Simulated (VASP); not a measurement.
Fe: single point with PBE

Crystal: Fe.

```
CELL_PARAMETERS angstrom
-1.38080 1.38080 1.38080
1.38080 -1.38080 1.38080
1.38080 1.38080 -1.38080
ATOMIC_POSITIONS crystal
Fe 0.00000 0.00000 0.00000
```

```json
{
 "Program": "VASP 6.6.1",
 "Task": "single point",
 "Functional": "PBE",
 "Potentials or basis": "VASP PAW PBE potentials, release 64 (Fe)",
 "Cutoff": "520 eV",
 "k mesh": "16 × 16 × 16",
 "Occupations": "methfessel-paxton, width 0.03 eV",
 "Spin": "no spin polarisation",
 "Dipole correction": "no",
 "Further INCAR settings": "ALGO = Normal; EDIFF = 1e-07; NBANDS = 10"
}
```

- Pressure: -1.7 GPa
- Band gap on the k mesh: zero (band 4 reaches 7.72 eV, above the bottom of band 5 at 5.69 eV)

Levels at points of the mesh, in eV from the Fermi level:
```tsv
k point	band 1	band 2	band 3	band 4	band 5	band 6	band 7	band 8
(0.00, 0.00, 0.00)	-8.88	-1.79	-1.79	-1.79	-0.06	-0.06	25.61	25.61
(0.50, 0.00, 0.00)	-4.89	-3.08	-0.08	0.19	0.49	1.33	8.52	18.97
(0.50, 0.50, 0.50)	-4.64	-4.64	1.02	1.02	1.02	10.55	10.55	10.55
```

Run time: 7.9 s on 1 thread of Intel(R) Xeon(R) Platinum 8488C (Sapphire Rapids), with other jobs on the host, peak memory 0.13 GiB.

Caveat: the run has no spin polarisation, though such a crystal can be magnetic. Spin polarisation is off, so any magnetic state and its effect on volume and gap are missing.
